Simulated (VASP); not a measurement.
# TiAl in VASP: notebook, part 2 of 2

VASP 6.6.1. The steps go on from the part before.

**3. Single point, PBE (atoms moved at random)**

INCAR

```
PREC = Accurate
ENCUT = 520
EDIFF = 1E-6
ISMEAR = -1
SIGMA = 0.05
LREAL = F
LASPH = T
NELM = 80
ALGO = Fast
ISIF = 2
LWAVE = F
LCHARG = F
GGA = PE
NBANDS = 14
```

KPOINTS

```
regular mesh
0
Gamma
  11 11 6
```

POSCAR

```
TiAl
1.0
    2.8672622327      0.0000000000      0.0000000000
   -1.4336311163      2.4831219328      0.0000000000
    0.0000000000      0.0000000000      4.6780830000
Ti Al
1 1
Direct
   -0.0097550000      0.0048560000      0.0113100000
    0.3481230000      0.6626870000      0.5163250000
```

Potentials or basis: VASP PAW PBE potentials, release 64 (Ti_sv, Al).

Launch:

```bash
cat potpaw_PBE.64/Ti_sv/POTCAR potpaw_PBE.64/Al/POTCAR > POTCAR
mpirun -np 1 vasp_std > vasp.out
```

Wall time 6.4 min (1 thread of AMD EPYC 7R13 (Zen 3), shared host); peak memory 0.26 GiB.

Results (log left out):

| Quantity | Value |
| --- | --- |
| Free energy | -12.0805 eV |
| Pressure | 0.2 GPa |
| Largest force | 0.225 eV/Å |

Forces in eV/Å, atoms in the order of the input:
```
Ti   0.153 -0.027  0.163
Al  -0.153  0.027 -0.163
```

Stress tensor (GPa, compression positive):
```
 0.41  1.31  0.07
 1.31  1.17 -0.01
 0.07 -0.01 -0.83
```

Levels at points of the mesh, in eV from the Fermi level:
```
           k point  band 5  band 6  band 7  band 8  band 9  band 10  band 11  band 12
(0.00, 0.00, 0.00)   -8.90   -2.28   -1.81    1.29    1.30     2.76     2.80     3.91
(0.00, 0.00, 0.50)   -8.01   -5.25   -0.41    1.30    1.31     2.69     2.73     6.80
```

Caveat: the cell differs from its parent crystal (atoms moved at random).

**4. Single point, PBEsol**

This run uses another cell than the first one, of 14.10 Å³/atom, 0.814 times its volume.

INCAR

```
SYSTEM = TiAl
PREC = Accurate
ENCUT = 520
EDIFF = 1E-6
ISMEAR = -1
SIGMA = 0.05
LREAL = .FALSE.
LASPH = .TRUE.
NELM = 60
ALGO = Normal
ISIF = 2
LWAVE = .FALSE.
LCHARG = .FALSE.
GGA = PS
NBANDS = 14
```

KPOINTS

```
Automatic mesh
0
G
  11 11 6
  0 0 0
```

POSCAR

```
TiAl
1.0
    2.7024393922      0.0000000000      0.0000000000
   -1.3512196961      2.3403811659      0.0000000000
    0.0000000000      0.0000000000      4.4581383636
Ti Al
1 1
Direct
    0.0000000000      0.0000000000      0.0000000000
    0.3333333333      0.6666666667      0.5000000000
```

Potentials or basis: VASP PAW PBE potentials, release 64 (Ti_sv, Al).

Launch:

```bash
cat potpaw_PBE.64/Ti_sv/POTCAR potpaw_PBE.64/Al/POTCAR > POTCAR
mpirun -np 1 vasp_std > vasp.out
```

OUTCAR:

```text
SYSTEM = TiAl
   PREC = Accurate
   ENCUT = 520
   EDIFF = 1E-6
   ISMEAR = -1
   LREAL = .FALSE.
   LASPH = .TRUE.
   NELM = 60
   ISIF = 2
   GGA = PS

 ion  position               nearest neighbor table
   1  0.000  0.000  0.000-   2 2.72   2 2.72   2 2.72   2 2.72   2 2.72   2 2.72
   2  0.333  0.667  0.500-   1 2.72   1 2.72   1 2.72   1 2.72   1 2.72   1 2.72

  LATTYP: Found a hexagonal cell.
 ALAT       =     2.7024393922
 C/A-ratio  =     1.6496719136

  Lattice vectors:
[... 585 lines left out ...]
      7       8.9243      2.00000
      8       9.8890      0.00736
      9      12.2835      0.00000
     10      12.4875      0.00000
     11      12.5426      0.00000
     12      15.5914      0.00000
     13      17.2091      0.00000
     14      19.0891      0.00000

 [... further k-points ...]
[... 5 lines left out ...]
  --------------------------------------------------------------------------------------
  -------------------------------------------------------------------------------------
  Total        3.4927233      3.4927233      3.5146239      0.0000000      0.0000000      0.0000000
  in kB      198.4625928    198.4625928    199.7070217      0.0000000      0.0000000      0.0000000
  external PRESSURE =     198.8774025 kB  Pullay stress =       0.0000000 kB

 VOLUME and BASIS-vectors are now :
 -----------------------------------------------------------------------------
  energy-cutoff  :      520.00
  volume of cell :       28.20
      direct lattice vectors                 reciprocal lattice vectors
     2.702439392  0.000000000  0.000000000     0.370036051  0.213640413  0.000000000
    -1.351219696  2.340381166  0.000000000     0.000000000  0.427280827  0.000000000
     0.000000000  0.000000000  4.458138364     0.000000000  0.000000000  0.224308875

 POSITION                                       TOTAL-FORCE (eV/Angst)
 -----------------------------------------------------------------------------------
      0.00000      0.00000      0.00000        -0.000000      0.000000      0.000000
     -0.00000      1.56025      2.22907         0.000000     -0.000000      0.000000
 -----------------------------------------------------------------------------------
    total drift:                                0.000000     -0.000000      0.000000

  FREE ENERGIE OF THE ION-ELECTRON SYSTEM (eV)
  ---------------------------------------------------
  free  energy   TOTEN  =       -12.7021923101 eV

  energy  without entropy=      -12.6837746181  energy(sigma->0) =      -12.69298346
```

OSZICAR:

```text
N       E                     dE             d eps       ncg     rms          rms(c)
DAV:   1     0.996103440861E+02    0.99610E+02   -0.70782E+03  1798   0.111E+03
DAV:   2    -0.808588315925E+01   -0.10770E+03   -0.10305E+03  1852   0.309E+02
DAV:   3    -0.138352213634E+02   -0.57493E+01   -0.56065E+01  2716   0.667E+01
DAV:   4    -0.139941757492E+02   -0.15895E+00   -0.15882E+00  2026   0.993E+00
DAV:   5    -0.139996424158E+02   -0.54667E-02   -0.54663E-02  2664   0.175E+00    0.112E+01
DAV:   6    -0.129021428415E+02    0.10975E+01   -0.47017E+00  2048   0.286E+01    0.388E+00
DAV:   7    -0.127166853012E+02    0.18546E+00   -0.51458E-01  1966   0.845E+00    0.273E+00
DAV:   8    -0.127029137811E+02    0.13772E-01   -0.14536E-01  2092   0.443E+00    0.763E-01
DAV:   9    -0.127026217368E+02    0.29204E-03   -0.29734E-02  2064   0.253E+00    0.335E-01
DAV:  10    -0.127022229664E+02    0.39877E-03   -0.47704E-03  2158   0.863E-01    0.860E-02
DAV:  11    -0.127022057362E+02    0.17230E-04   -0.31472E-04  2118   0.162E-01    0.474E-02
DAV:  12    -0.127021966055E+02    0.91308E-05   -0.19851E-05  2216   0.411E-02    0.209E-02
DAV:  13    -0.127021925097E+02    0.40958E-05   -0.23372E-06  2066   0.147E-02    0.630E-03
DAV:  14    -0.127021923101E+02    0.19958E-06   -0.91688E-07  1310   0.903E-03
   1 F= -.12702192E+02 E0= -.12692983E+02  d E =-.184177E-01
```

stdout:

```text
POSCAR found type information on POSCAR TiAl
 POSCAR found :  2 types and       2 ions
 scaLAPACK will be used
 -----------------------------------------------------------------------------
|                                                                             |
|                                                                             |
|     You enforced a specific xc type in the INCAR file but a different       |
|     I HOPE YOU KNOW WHAT YOU ARE DOING!                                     |
|                                                                             |
 -----------------------------------------------------------------------------

 LDA part: xc-table for (Slater+PW92), standard interpolation
 POSCAR, INCAR and KPOINTS ok, starting setup
 FFT: planning ... GRIDC
 FFT: planning ... GRID_SOFT
 FFT: planning ... GRID
 WAVECAR not read
 entering main loop
```

It took 28 s on 1 thread of Intel Xeon 8259CL, shared host; peak memory 0.16 GiB.

What came out:

| Item | Value |
| --- | --- |
| Free energy | -12.7022 eV |
| Pressure | 19.9 GPa |

Stress tensor (GPa, compression positive):
```
19.85  0.00  0.00
 0.00 19.85  0.00
 0.00  0.00 19.97
```

Levels at points of the mesh, in eV from the Fermi level:
| k point | band 3 | band 4 | band 5 | band 6 | band 7 | band 8 | band 9 | band 10 | band 11 | band 12 |
| --- | --- | --- | --- | --- | --- | --- | --- | --- | --- | --- |
| (0.00, 0.00, 0.00) | -31.72 | -31.72 | -9.79 | -2.55 | -1.98 | 1.47 | 1.47 | 3.38 | 3.38 | 4.60 |
| (0.00, 0.00, 0.50) | -31.72 | -31.72 | -8.74 | -5.68 | -0.67 | 1.48 | 1.48 | 3.29 | 3.29 | 7.22 |

Caveat: the PAW data sets were made with another functional, which shifts forces and pressure a little.

**5. Overview**

| level | cell | gap on the mesh (eV) | pressure (GPa) |
| --- | --- | --- | --- |
| PBE | a = 2.905, b = 2.905, c = 4.740 Å, angles 90.0, 90.0, 120.0°, 2 atoms | none | -3.7 |
| PBE | a = 2.867, b = 2.867, c = 4.678 Å, angles 90.0, 90.0, 120.0°, 2 atoms | none | 0.2 |
| PBEsol | a = 2.702, b = 2.702, c = 4.458 Å, angles 90.0, 90.0, 120.0°, 2 atoms | none | 19.9 |

Alike in all rows: task single point; potentials or basis VASP PAW PBE potentials, release 64 (Ti_sv, Al); no spin polarisation; k mesh 11 × 11 × 6; cutoff (eV) 520; smearing fermi-dirac 0.05 eV.

Caveats: the PAW data sets were made with another functional, which shifts forces and pressure a little (some runs).

Absolute energies hang on the potentials; compare differences alone.
